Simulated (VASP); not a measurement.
# HC128 (a cell with a defect) in VASP: single point with PBEsol

Aim: the single point of HC128 (a cell with a defect) with PBEsol.

Program: VASP 6.6.1. These are calculated values, not measurements. Logs are shortened: lines on timing, memory, paths and dates and some standing lists are left out, and cuts for length are marked.

## 1. The cell of the first run

The cell holds a defect, 129 atoms: a = 10.052 Å, b = 10.052 Å, c = 10.052 Å, α = 60.00°, β = 60.00°, γ = 60.00°.

## 2. Single point, PBEsol

Input file INCAR:

```
  ALGO = Normal
  EDIFF = 1E-6
  ENCUT = 520
  GGA = PS
  GGA_COMPAT = False
  ISIF = 2
  ISMEAR = -1
  ISYM = -1
  LASPH = True
  LCHARG = True
  LELF = True
  LREAL = Auto
  LVHAR = True
  LWAVE = False
  NBANDS = 326
  NELECT = 514.0
  NELM = 120
  PREC = Accurate
  SIGMA = 0.05
```

Input file KPOINTS:

```
explicit points
1
Reciprocal
  0.25000000   0.25000000   0.25000000 1
```

Input file POSCAR:

```
HC128
1.0
    0.0000000000      7.1076060000      7.1076060000
    7.1076060000      0.0000000000      7.1076060000
    7.1076060000      7.1076060000      0.0000000000
C H
128 1
Direct
    0.9997640000      0.0002940000      0.9998440000
    0.4998740000      0.0001630000      0.9997000000
    0.9996270000      0.5003810000      0.9997190000
    0.9996270000      0.0001690000      0.4999270000
    0.2498770000      0.2503910000      0.2499520000
    0.5001610000      0.5006890000      0.9995270000
[... 121 lines left out ...]
    0.5621770000      0.8130500000      0.8125980000
    0.4367110000      0.4365080000      0.4366510000
```

Potentials or basis: VASP PAW PBE potentials, release 64 (C, H).

Launch:

```bash
> cat potpaw_PBE.64/C/POTCAR potpaw_PBE.64/H/POTCAR > POTCAR
> mpirun -np 1 vasp_std > vasp.out
```

OUTCAR:

```text
EDIFF = 1E-6
   ENCUT = 520
   GGA = PS
   ISIF = 2
   ISMEAR = -1
   ISYM = -1
   LASPH = True
   LREAL = Auto
   NELECT = 514.0
   NELM = 120
   PREC = Accurate

 ion  position               nearest neighbor table
   1  1.000  0.000  1.000-  85 1.54 114 1.54  55 1.54  17 1.54
   2  0.500  0.000  1.000-  88 1.54  59 1.54 113 1.54  18 1.54
   3  1.000  0.500  1.000-  61 1.54 119 1.54  81 1.54  19 1.54
   4  1.000  0.000  0.500-  93 1.54 120 1.54  49 1.54  20 1.54
   5  0.250  0.250  0.250-  50 1.54  82 1.54 115 1.54  21 1.54
   6  0.500  0.501  1.000-  22 1.53  63 1.53 116 1.54  83 1.54
[... 120 lines left out ...]
 127  0.062  0.813  0.812-  69 1.54  39 1.54  15 1.54 111 1.54
 128  0.562  0.813  0.813-  72 1.53  43 1.53  16 1.54 112 1.54
 129  0.437  0.437  0.437-

IMPORTANT INFORMATION: All symmetrisations will be switched off!
NOSYMM: (Re-)initialisation of all symmetry stuff for point group C_1.

----------------------------------------------------------------------------------------

                                     Primitive cell

  volume of cell :     718.1250

  direct lattice vectors                    reciprocal lattice vectors
     0.000000000  7.107606000  7.107606000    -0.070347175  0.070347175  0.070347175
     7.107606000  0.000000000  7.107606000     0.070347175 -0.070347175  0.070347175
     7.107606000  7.107606000  0.000000000     0.070347175  0.070347175 -0.070347175

  length of vectors
    10.051672801 10.051672801 10.051672801     0.121844881  0.121844881  0.121844881

  position of ions in fractional coordinates (direct lattice)
     0.999764000  0.000294000  0.999844000
     0.499874000  0.000163000  0.999700000
     0.999627000  0.500381000  0.999719000
     0.999627000  0.000169000  0.499927000
     0.249877000  0.250391000  0.249952000
     0.500161000  0.500689000  0.999527000
[... 121 lines left out ...]
     0.562177000  0.813050000  0.812598000
     0.436711000  0.436508000  0.436651000

  ion indices of the primitive-cell ions
   primitive index   ion index
                 1           1
                 2           2
                 3           3
                 4           4
                 5           5
                 6           6
[... 121 lines left out ...]
               128         128
               129         129

----------------------------------------------------------------------------------------

 KPOINTS: explicit points

Read explicit list of k-points.
   k-points           NKPTS =      1   k-points in BZ     NKDIM =      1   number of bands    NBANDS=    326
   number of dos      NEDOS =    301   number of ions     NIONS =    129
   total plane-waves  NPLWV = 512000
   dimension x,y,z NGX =    80 NGY =   80 NGZ =   80
   dimension x,y,z NGXF=   160 NGYF=  160 NGZF=  160
   ions per type =             128   1
   NGX,Y,Z   is equivalent  to a cutoff of  13.23, 13.23, 13.23 a.u.
   NGXF,Y,Z  is equivalent  to a cutoff of  26.46, 26.46, 26.46 a.u.
 SYSTEM =  unknown system
   PREC   = accura    normal or accurate (medium, high low for compatibility)
   ISTART =      0    job   : 0-new  1-cont  2-samecut
   ICHARG =      2    charge: 1-file 2-atom 10-const
   ISPIN  =      1    spin polarized calculation?
   LNONCOLLINEAR =      F non collinear calculations
   LSORBIT =      F    spin-orbit coupling
   LASPH  =      T    aspherical Exc in radial PAW
   ENCUT  =  520.0 eV  38.22 Ry    6.18 a.u.  18.69 18.69 18.69*2*pi/ulx,y,z
   NELM   =    120;   NELMIN=  2; NELMDL= -5     # of ELM steps
   EDIFF  = 0.1E-05   stopping-criterion for ELM
   LREAL  =      T    real-space projection
   EDIFFG = 0.1E-04   stopping-criterion for IOM
   NSW    =      0    number of steps for IOM
   IBRION =     -1    ionic relax: 0-MD 1-quasi-New 2-CG
   NFREE  =      0    steps in history (QN), initial steepest desc. (CG)
   ISIF   =      2    stress and relaxation
   ISYM   =     -1    0-nonsym 1-usesym 2-fastsym
   POTIM  = 0.5000    time-step for ionic-motion
   TEBEG  =    0.0;   TEEND  =   0.0 temperature during run
   PSTRESS=    0.0 pullay stress
   NELECT =     514.0000    total number of electrons
   NUPDOWN=      -1.0000    fix difference up-down
   EMIN   =  10.00;   EMAX   =-10.00  energy-range for DOS
   EFERMI =   0.00;   METHOD = LEGACY
   ISMEAR =    -1;   SIGMA  =   0.05  broadening in eV -4-tet -1-fermi 0-gaus
   EFERMI_NEDOS =   21; number of points for ismear=-14 and -15
   IALGO  =     38    algorithm
   IMIX   =      4    mixing-type and parameters
     AMIX     =   0.40;   BMIX     =  1.00
     AMIX_MAG =   1.60;   BMIX_MAG =  1.00
  volume/ion in A,a.u.               =       5.57        37.57
  Fermi-wavevector in a.u.,A,eV,Ry     =   1.464409  2.767333 29.177627  2.144495
  Thomas-Fermi vector in A             =   2.580389
   LORBIT       =      0    0 simple, 1 ext, 2 COOP (PROOUT), +10 PAW based schemes
   GGA     = PS    functional components
   LHFCALC =     F    Hartree Fock is set to
   AEXX    =    0.0000 exact exchange contribution
   IVDW    =     0    specifies the selected vdW correction
   LEPSILON=     F    determine dielectric tensor
   LRPA    =     F    only Hartree local field effects (RPA)
 non-spin polarized calculation
  energy-cutoff  :      520.00
  volume of cell :      718.12
 maximum number of plane-waves:     19360
 NGX is ok and might be reduce to    80
   NGX = 37   NGY = 37   NGZ = 37

 number of electron     513.9999941 magnetization

 Free energy of the ion-electron system (eV)
  ---------------------------------------------------
  ext. energy  EPLUGINS =         0.00000000
  ---------------------------------------------------
  free energy    TOTEN  =     -1212.26955584 eV

  energy without entropy =    -1212.26955484  energy(sigma->0) =    -1212.26955534

 E-fermi :  13.5862     XC(G=0): -13.5056

 val. band max:       12.8350160508   @ k =   0.2500   0.2500   0.2500
 cond. band min:      14.3975993652   @ k =   0.2500   0.2500   0.2500
 fundamental gap:      1.5625833143
 Fermi energy:        13.5862426216

 k-point     1 :       0.2500    0.2500    0.2500
  band No.  band energies     occupation
      1     -11.7069      2.00000
      2     -10.8356      2.00000
      3     -10.2890      2.00000
      4     -10.2514      2.00000
      5     -10.2507      2.00000
      6     -10.0028      2.00000
[... 261 lines left out ...]
    268      15.1801      0.00000
    269      15.1983      0.00000
 [bands above 269 left out]

------------------------ aborting loop because EDIFF is reached ----------------------------------------

  FORCE on cell =-STRESS in cart. coord.  units (eV):
  Direction    XX          YY          ZZ          XY          YZ          ZX
  --------------------------------------------------------------------------------------
  -------------------------------------------------------------------------------------
  Total       31.8383612     31.8318915     31.8208357     -6.7156531     -6.7000643     -6.5745654
  in kB       71.0331799     71.0187455     70.9940794    -14.9830009    -14.9482215    -14.6682263
  external PRESSURE =      71.0153349 kB  Pullay stress =       0.0000000 kB

 VOLUME and BASIS-vectors are now :
 -----------------------------------------------------------------------------
  energy-cutoff  :      520.00
  volume of cell :      718.12
      direct lattice vectors                 reciprocal lattice vectors
     0.000000000  7.107606000  7.107606000    -0.070347175  0.070347175  0.070347175
     7.107606000  0.000000000  7.107606000     0.070347175 -0.070347175  0.070347175
     7.107606000  7.107606000  0.000000000     0.070347175  0.070347175 -0.070347175

 POSITION                                       TOTAL-FORCE (eV/Angst)
 -----------------------------------------------------------------------------------
      7.10859     14.21243      7.10802        -0.000850     -0.002744      0.001885
      7.10663     10.65838      3.55407        -0.000276     -0.001924     -0.004117
     10.66212     14.21056     10.66147        -0.001471      0.000138      0.003449
      3.55449     10.65824      7.10616        -0.001209      0.002095      0.000215
      3.55624      3.55259      3.55571         0.001494     -0.000108      0.002121
     10.66294     10.65919      7.11365         0.000658      0.003542     -0.006342
[... 121 lines left out ...]
     11.55447      9.77136      9.77457         0.002951      0.000607     -0.000066
      6.20607      6.20751      6.20650        -0.001779      0.000833     -0.006578
 -----------------------------------------------------------------------------------
    total drift:                                0.124992     -0.095336      0.081578

  FREE ENERGIE OF THE ION-ELECTRON SYSTEM (eV)
  ---------------------------------------------------
  free  energy   TOTEN  =     -1212.2695558412 eV

  energy  without entropy=    -1212.2695548390  energy(sigma->0) =    -1212.26955534
```

Run time: 9.6 min. Hardware: 1 thread of Intel Xeon Platinum 8375C at 2.90GHz (Ice Lake), shared host; peak memory 1 GiB.

What came out:

* Free energy: -1212.2696 eV
* Largest force: 0.041 eV/Å

Forces in eV/Å, atoms in the order of the input:
```
C   -0.001 -0.003  0.002
C    0.000 -0.002 -0.004
C   -0.001  0.000  0.003
C   -0.001  0.002  0.000
C    0.001  0.000  0.002
C    0.001  0.004 -0.006
C   -0.002  0.003  0.000
C    0.011 -0.001  0.001
C   -0.006  0.005  0.002
C    0.000  0.008  0.000
C    0.006  0.007  0.016
C    0.010  0.001  0.003
C    0.003  0.000  0.001
C    0.001 -0.005 -0.001
C   -0.001 -0.001  0.001
C    0.001  0.001  0.001
C    0.002  0.002  0.002
C    0.002 -0.001  0.001
C   -0.001  0.003 -0.002
C    0.000 -0.002  0.002
C    0.005  0.000  0.004
C    0.002  0.008 -0.014
C    0.021 -0.030  0.018
C    0.005  0.005  0.003
C   -0.012  0.004  0.000
C    0.004  0.003 -0.002
C    0.001 -0.009  0.000
C   -0.005  0.001 -0.007
C    0.000  0.000  0.000
C    0.004  0.000  0.003
C    0.002  0.003  0.000
C   -0.004 -0.002 -0.001
C   -0.001  0.002  0.003
C    0.000  0.002 -0.001
C    0.004 -0.001  0.003
C    0.002 -0.006  0.002
C   -0.001 -0.001  0.001
C   -0.001  0.000  0.002
C    0.001 -0.002 -0.002
C   -0.003  0.001  0.013
C    0.010 -0.005  0.005
C    0.001  0.000  0.000
C   -0.002  0.001 -0.006
C   -0.005 -0.009  0.004
C   -0.003  0.012  0.003
C   -0.010 -0.004  0.001
C    0.000 -0.003  0.002
C    0.001 -0.001 -0.001
C    0.000 -0.001 -0.004
C   -0.001 -0.001  0.002
C   -0.002  0.001 -0.004
C   -0.003  0.000  0.007
C    0.005  0.002  0.000
C   -0.002  0.003  0.004
C    0.000  0.003  0.001
C    0.002 -0.005 -0.008
C    0.000 -0.001 -0.011
C   -0.002 -0.002 -0.002
C    0.002 -0.001  0.003
C    0.005  0.006  0.005
C   -0.002 -0.005 -0.004
C    0.001  0.003 -0.001
C    0.003 -0.001 -0.003
C   -0.001 -0.004  0.002
C   -0.001 -0.006  0.000
C    0.002 -0.003  0.002
C    0.003 -0.001  0.001
C    0.002 -0.002 -0.001
C   -0.001  0.003  0.004
C    0.001  0.000  0.000
C   -0.007  0.012 -0.008
C   -0.005 -0.001 -0.004
C    0.000 -0.003  0.001
C   -0.012  0.027 -0.014
C   -0.005  0.007 -0.011
C   -0.001 -0.005 -0.002
C   -0.002  0.006  0.000
C   -0.006  0.011 -0.006
C   -0.003 -0.001 -0.002
C    0.000 -0.004  0.000
C    0.001 -0.002  0.000
C   -0.002 -0.003 -0.003
C   -0.002 -0.005  0.003
C    0.005  0.001 -0.001
C   -0.003  0.000 -0.003
C    0.004 -0.002  0.001
C    0.001  0.005  0.003
C   -0.002 -0.001  0.002
C   -0.001  0.002  0.004
C    0.000 -0.011 -0.001
C    0.000  0.004  0.001
C    0.000  0.001  0.003
C   -0.002 -0.001 -0.004
C    0.001 -0.001  0.000
C    0.003  0.000 -0.001
C    0.000  0.000 -0.001
C   -0.001 -0.001 -0.003
C    0.000 -0.002  0.000
C   -0.004 -0.003  0.002
C    0.002 -0.002  0.002
C    0.005  0.002  0.003
C    0.015  0.001 -0.002
C    0.001  0.009  0.000
C   -0.007  0.006  0.001
C    0.003  0.002 -0.001
C    0.000 -0.004  0.002
C    0.006  0.000  0.008
C   -0.002 -0.003 -0.014
C    0.005 -0.003 -0.001
C    0.002 -0.004 -0.001
C    0.001  0.001  0.000
C   -0.003 -0.004  0.000
C   -0.001 -0.004  0.003
C    0.001  0.002 -0.001
C    0.005  0.001  0.002
C   -0.002  0.001  0.003
C   -0.003  0.000 -0.002
C   -0.014 -0.003  0.002
C   -0.007 -0.004  0.001
C    0.004  0.000 -0.002
C    0.002  0.002 -0.006
C    0.003 -0.003  0.000
C   -0.021  0.001  0.002
C    0.003  0.003  0.000
C    0.002 -0.001  0.001
C   -0.001 -0.001  0.002
C   -0.001  0.000  0.000
C    0.003  0.001  0.000
H   -0.002  0.001 -0.007
```

Caveat: the cell carries a net charge on a neutralising background, which shifts energy and pressure; the cell is charged against a uniform background, so pressure and absolute levels hang on convention; the PAW data sets were made with another functional, which shifts forces and pressure a little.
